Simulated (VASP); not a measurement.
# LiCl (Fm-3m) in VASP: notebook, part 2 of 3

VASP 6.6.1. The steps go on from the part before.

### 3 Single point, r2SCAN

This run uses another cell than the first one, of 16.87 Å³/atom, 1.020 times its volume.

The input, POSCAR:

```
LiCl
1.0
    0.0000000000      2.5647700000      2.5647700000
    2.5647700000      0.0000000000      2.5647700000
    2.5647700000      2.5647700000      0.0000000000
Cl Li
1 1
Direct
    0.5000000000      0.5000000000      0.5000000000
    0.0000000000      0.0000000000      0.0000000000
```

The input, INCAR.step1:

```
SYSTEM = LiCl
PREC = Accurate
ENCUT = 520
ISMEAR = -1
SIGMA = 0.05
LREAL = .FALSE.
LASPH = .TRUE.
NELM = 80
NBANDS = 12
GGA = PE
ALGO = Normal
EDIFF = 1E-4
LWAVE = .TRUE.
LCHARG = .FALSE.
```

The input, INCAR.step2:

```
SYSTEM = LiCl
PREC = Accurate
ENCUT = 520
EDIFF = 1E-6
ISMEAR = -1
SIGMA = 0.05
LREAL = .FALSE.
LASPH = .TRUE.
NELM = 80
ALGO = Normal
ISIF = 2
LWAVE = .FALSE.
LCHARG = .FALSE.
METAGGA = R2SCAN
LMIXTAU = .TRUE.
NBANDS = 12
ISTART = 1
```

The input, KPOINTS:

```
regular mesh
0
G
  9 9 9
  0 0 0
```

Potentials or basis: VASP PAW PBE potentials, release 64 (Cl, Li_sv).

The run is started by

```bash
$ cat potpaw_PBE.64/Cl/POTCAR potpaw_PBE.64/Li_sv/POTCAR > POTCAR
$ cp INCAR.step1 INCAR
$ mpirun -np 1 vasp_std > vasp.out
$ cp INCAR.step2 INCAR
$ mpirun -np 1 vasp_std > vasp.out
```

OUTCAR:

```text
SYSTEM = LiCl
   PREC = Accurate
   ENCUT = 520
   EDIFF = 1E-6
   ISMEAR = -1
   LREAL = .FALSE.
   LASPH = .TRUE.
   NELM = 80
   ISIF = 2
   METAGGA = R2SCAN
   ISTART = 1

 ion  position               nearest neighbor table
   1  0.500  0.500  0.500-   2 2.56   2 2.56   2 2.56   2 2.56   2 2.56   2 2.56
   2  0.000  0.000  0.000-   1 2.56   1 2.56   1 2.56   1 2.56   1 2.56   1 2.56

  LATTYP: Found a face centered cubic cell.
 ALAT       =     5.1295400000

  Lattice vectors:

 A1 = (   0.0000000000,   2.5647700000,   2.5647700000)
 A2 = (   2.5647700000,   0.0000000000,   2.5647700000)
 A3 = (   2.5647700000,   2.5647700000,   0.0000000000)

Analysis of symmetry for initial positions (statically):
=====================================================================
 Subroutine PRICEL returns:
 Original cell was already a primitive cell.

 Routine SETGRP: Setting up the symmetry group for a
 face centered cubic supercell.

 Subroutine GETGRP returns: Found 48 space group operations
 (whereof 48 operations were pure point group operations)
 out of a pool of 48 trial point group operations.

The static configuration has the point symmetry O_h .

Analysis of symmetry for dynamics (positions and initial velocities):
=====================================================================
 Subroutine PRICEL returns:
 Original cell was already a primitive cell.

 Routine SETGRP: Setting up the symmetry group for a
 face centered cubic supercell.

 Subroutine GETGRP returns: Found 48 space group operations
 (whereof 48 operations were pure point group operations)
 out of a pool of 48 trial point group operations.

The dynamic configuration has the point symmetry O_h .

 Subroutine INISYM returns: Found 48 space group operations
 (whereof 48 operations are pure point group operations),
 and found     1 'primitive' translations

----------------------------------------------------------------------------------------

                                     Primitive cell

  volume of cell :      33.7423

  direct lattice vectors                    reciprocal lattice vectors
     0.000000000  2.564770000  2.564770000    -0.194949255  0.194949255  0.194949255
     2.564770000  0.000000000  2.564770000     0.194949255 -0.194949255  0.194949255
     2.564770000  2.564770000  0.000000000     0.194949255  0.194949255 -0.194949255

  length of vectors
     3.627132518  3.627132518  3.627132518     0.337662014  0.337662014  0.337662014

  position of ions in fractional coordinates (direct lattice)
     0.500000000  0.500000000  0.500000000
     0.000000000  0.000000000  0.000000000

  ion indices of the primitive-cell ions
   primitive index   ion index
                 1           1
                 2           2

----------------------------------------------------------------------------------------

 KPOINTS: regular mesh

Automatic generation of k-mesh.
 Grid dimensions read from file:
 generate k-points for:    9    9    9

 Generating k-lattice:

  Cartesian coordinates                     Fractional coordinates (reciprocal lattice)
[... 39 lines left out ...]
 -0.333333  0.333333  0.000000     12.000000
  0.444444  0.444444  0.000000      6.000000
 [... further k-points ...]
   k-points           NKPTS =     35   k-points in BZ     NKDIM =     35   number of bands    NBANDS=     12
   number of dos      NEDOS =    301   number of ions     NIONS =      2
   total plane-waves  NPLWV =  21952
   dimension x,y,z NGX =    28 NGY =   28 NGZ =   28
   dimension x,y,z NGXF=    56 NGYF=   56 NGZF=   56
   ions per type =               1   1
   NGX,Y,Z   is equivalent  to a cutoff of  12.83, 12.83, 12.83 a.u.
   NGXF,Y,Z  is equivalent  to a cutoff of  25.67, 25.67, 25.67 a.u.
 SYSTEM =  LiCl
   PREC   = accura    normal or accurate (medium, high low for compatibility)
   ISTART =      1    job   : 0-new  1-cont  2-samecut
   ICHARG =      0    charge: 1-file 2-atom 10-const
   ISPIN  =      1    spin polarized calculation?
   LNONCOLLINEAR =      F non collinear calculations
   LSORBIT =      F    spin-orbit coupling
   LASPH  =      T    aspherical Exc in radial PAW
   ENCUT  =  520.0 eV  38.22 Ry    6.18 a.u.   6.74  6.74  6.74*2*pi/ulx,y,z
   NELM   =     80;   NELMIN=  2; NELMDL=  0     # of ELM steps
   EDIFF  = 0.1E-05   stopping-criterion for ELM
   LREAL  =      F    real-space projection
   EDIFFG = 0.1E-04   stopping-criterion for IOM
   NSW    =      0    number of steps for IOM
   IBRION =     -1    ionic relax: 0-MD 1-quasi-New 2-CG
   NFREE  =      0    steps in history (QN), initial steepest desc. (CG)
   ISIF   =      2    stress and relaxation
   ISYM   =      2    0-nonsym 1-usesym 2-fastsym
   POTIM  = 0.5000    time-step for ionic-motion
   TEBEG  =    0.0;   TEEND  =   0.0 temperature during run
   PSTRESS=    0.0 pullay stress
   NELECT =      10.0000    total number of electrons
   NUPDOWN=      -1.0000    fix difference up-down
   EMIN   =  10.00;   EMAX   =-10.00  energy-range for DOS
   EFERMI =   0.00;   METHOD = LEGACY
   ISMEAR =    -1;   SIGMA  =   0.05  broadening in eV -4-tet -1-fermi 0-gaus
   EFERMI_NEDOS =   21; number of points for ismear=-14 and -15
   IALGO  =     38    algorithm
   IMIX   =      4    mixing-type and parameters
     AMIX     =   0.40;   BMIX     =  1.00
     AMIX_MAG =   1.60;   BMIX_MAG =  1.00
  volume/ion in A,a.u.               =      16.87       113.85
  Fermi-wavevector in a.u.,A,eV,Ry     =   1.091482  2.062601 16.209056  1.191332
  Thomas-Fermi vector in A             =   2.227728
   LORBIT       =      0    0 simple, 1 ext, 2 COOP (PROOUT), +10 PAW based schemes
   METAGGA = R2SCAN    functional components
   LHFCALC =     F    Hartree Fock is set to
   AEXX    =    0.0000 exact exchange contribution
   IVDW    =     0    specifies the selected vdW correction
   LEPSILON=     F    determine dielectric tensor
   LRPA    =     F    only Hartree local field effects (RPA)
 non-spin polarized calculation
  energy-cutoff  :      520.00
  volume of cell :       33.74
 maximum number of plane-waves:       922
   NGX = 13   NGY = 13   NGZ = 13

 number of electron      10.0000005 magnetization

 Free energy of the ion-electron system (eV)
  ---------------------------------------------------
  ext. energy  EPLUGINS =         0.00000000
  ---------------------------------------------------
  free energy    TOTEN  =       -12.58681646 eV

  energy without entropy =      -12.58681646  energy(sigma->0) =      -12.58681646

 E-fermi :   1.3273     XC(G=0):  -9.1631

 val. band max:        0.1887963664   @ k =   0.0000   0.0000   0.0000
 cond. band min:       7.4841624984   @ k =   0.0000   0.0000   0.0000
 fundamental gap:      7.2953661320
 Fermi energy:         1.3273316590

 k-point     1 :       0.0000    0.0000    0.0000
  band No.  band energies     occupation
      1     -44.6265      2.00000
      2     -13.7950      2.00000
      3       0.1888      2.00000
      4       0.1888      2.00000
      5       0.1888      2.00000
      6       7.4842      0.00000
      7      12.8513      0.00000
      8      12.8513      0.00000
      9      12.8513      0.00000
     10      15.5696      0.00000
     11      15.5696      0.00000
     12      16.0475      0.00000
[... 331 lines left out ...]
 k-point    24 :       0.4444    0.4444    0.0000
  band No.  band energies     occupation
      1     -44.6234      2.00000
      2     -12.9913      2.00000
      3      -2.6588      2.00000
      4      -0.9053      2.00000
      5      -0.9052      2.00000
      6       9.0143      0.00000
      7       9.1816      0.00000
      8      13.4609      0.00000
      9      15.4147      0.00000
     10      15.4151      0.00000
     11      17.9029      0.00000
     12      19.8782      0.00000

 [... further k-points ...]

------------------------ aborting loop because EDIFF is reached ----------------------------------------

  FORCE on cell =-STRESS in cart. coord.  units (eV):
  Direction    XX          YY          ZZ          XY          YZ          ZX
  --------------------------------------------------------------------------------------
  -------------------------------------------------------------------------------------
  Total       -0.1803094     -0.1803094     -0.1803094      0.0000000      0.0000000      0.0000000
  in kB       -8.5615751     -8.5615751     -8.5615751      0.0000000      0.0000000      0.0000000
  external PRESSURE =      -8.5615751 kB  Pullay stress =       0.0000000 kB

 VOLUME and BASIS-vectors are now :
 -----------------------------------------------------------------------------
  energy-cutoff  :      520.00
  volume of cell :       33.74
      direct lattice vectors                 reciprocal lattice vectors
     0.000000000  2.564770000  2.564770000    -0.194949255  0.194949255  0.194949255
     2.564770000  0.000000000  2.564770000     0.194949255 -0.194949255  0.194949255
     2.564770000  2.564770000  0.000000000     0.194949255  0.194949255 -0.194949255

 POSITION                                       TOTAL-FORCE (eV/Angst)
 -----------------------------------------------------------------------------------
      2.56477      2.56477      2.56477         0.000000      0.000000     -0.000000
      0.00000      0.00000      0.00000        -0.000000      0.000000      0.000000
 -----------------------------------------------------------------------------------
    total drift:                                0.000000      0.000000      0.000000

  FREE ENERGIE OF THE ION-ELECTRON SYSTEM (eV)
  ---------------------------------------------------
  free  energy   TOTEN  =       -12.5868164563 eV

  energy  without entropy=      -12.5868164563  energy(sigma->0) =      -12.58681646
```

OUTCAR.step1:

```text
SYSTEM = LiCl
   PREC = Accurate
   ENCUT = 520
   ISMEAR = -1
   LREAL = .FALSE.
   LASPH = .TRUE.
[... 580 lines left out ...]
      2.56477      2.56477      2.56477         0.000000     -0.000000     -0.000000
      0.00000      0.00000      0.00000        -0.000000      0.000000      0.000000
 -----------------------------------------------------------------------------------
    total drift:                                0.000000      0.000000      0.000000

  FREE ENERGIE OF THE ION-ELECTRON SYSTEM (eV)
  ---------------------------------------------------
  free  energy   TOTEN  =        -7.3856937210 eV

  energy  without entropy=       -7.3856937210  energy(sigma->0) =       -7.38569372
```

Wall time 80 s (1 thread of Intel Xeon 8259CL, shared host); peak memory 0.16 GiB.

Results:

* Free energy: -12.5868 eV
* Band gap on the k mesh: 7.30 eV, direct

Levels at points of the mesh, in eV from the valence-band top:
| k point | band 1 | band 2 | band 3 | band 4 | band 5 | band 6 | band 7 | band 8 | band 9 | band 10 |
| --- | --- | --- | --- | --- | --- | --- | --- | --- | --- | --- |
| (0.00, 0.00, 0.00) | -44.82 | -13.98 | 0.00 | 0.00 | 0.00 | 7.30 | 12.66 | 12.66 | 12.66 | 15.38 |

Caveat: the cutoff is under 1.25 times the usual one of these potentials, so pressure, stress and relaxed cells hold a basis-set (Pulay) error; the PAW data sets were made with another functional, which shifts forces and pressure a little.

### 4 Single point, r2SCAN

This run uses another cell than the first one, of 17.21 Å³/atom, 1.041 times its volume.

The input, POSCAR:

```
LiCl
1.0
    0.0000000000      2.5817557268      2.5817557268
    2.5817557268      0.0000000000      2.5817557268
    2.5817557268      2.5817557268      0.0000000000
Cl Li
1 1
Direct
    0.5000000000      0.5000000000      0.5000000000
    0.0000000000      0.0000000000      0.0000000000
```

The input, INCAR.step1:

```
SYSTEM = LiCl
PREC     = Accurate       ! precision mode
ENCUT    = 520            ! plane-wave cutoff, eV
ISMEAR   = -1             ! smearing method
SIGMA    = 0.05           ! smearing width, eV
LREAL    = .False.        ! projectors in reciprocal space
LASPH    = .True.         ! aspherical terms in the spheres
NELM     = 80             ! most SCF steps
NBANDS   = 12             ! bands
GGA      = PE             ! functional
ALGO     = Normal         ! electronic algorithm
EDIFF    = 1E-4           ! SCF threshold, eV
LWAVE    = .True.         ! write WAVECAR
LCHARG   = .False.        ! write CHGCAR
```

The input, INCAR.step2:

```
SYSTEM = LiCl
PREC     = Accurate       ! precision mode
ENCUT    = 520            ! plane-wave cutoff, eV
EDIFF    = 1E-6           ! SCF threshold, eV
ISMEAR   = -1             ! smearing method
SIGMA    = 0.05           ! smearing width, eV
LREAL    = .False.        ! projectors in reciprocal space
LASPH    = .True.         ! aspherical terms in the spheres
NELM     = 80             ! most SCF steps
ALGO     = Normal         ! electronic algorithm
ISIF     = 2              ! what is computed and relaxed
LWAVE    = .False.        ! write WAVECAR
LCHARG   = .True.         ! write CHGCAR
METAGGA  = R2SCAN         ! meta-GGA
LMIXTAU  = .True.       
LELF     = .True.         ! ELF
LVHAR    = .True.       
NBANDS   = 12             ! bands
ISTART   = 1
```

The input, KPOINTS:

```
regular mesh
0
Gamma
  9 9 9
  0 0 0
```

The run is started by

```bash
$ cat potpaw_PBE.64/Cl/POTCAR potpaw_PBE.64/Li_sv/POTCAR > POTCAR
$ cp INCAR.step1 INCAR
$ mpirun -np 1 vasp_std > vasp.out
$ cp INCAR.step2 INCAR
$ mpirun -np 1 vasp_std > vasp.out
```

Wall time 77 s (1 thread of Intel Xeon 8259CL, shared host); peak memory 0.16 GiB.

It converged, with:

```
Free energy            : -12.5820 eV
Band gap on the k mesh : 7.17 eV, direct
```

Levels at points of the mesh, in eV from the valence-band top:
```tsv
k point	band 3	band 4	band 5	band 6	band 7	band 8
(0.00, 0.00, 0.00)	0.00	0.00	0.00	7.17	12.65	12.65
```

Caveat: the cutoff is under 1.25 times the usual one of these potentials, so pressure, stress and relaxed cells hold a basis-set (Pulay) error; the PAW data sets were made with another functional, which shifts forces and pressure a little.

[end of part 2 of 3]
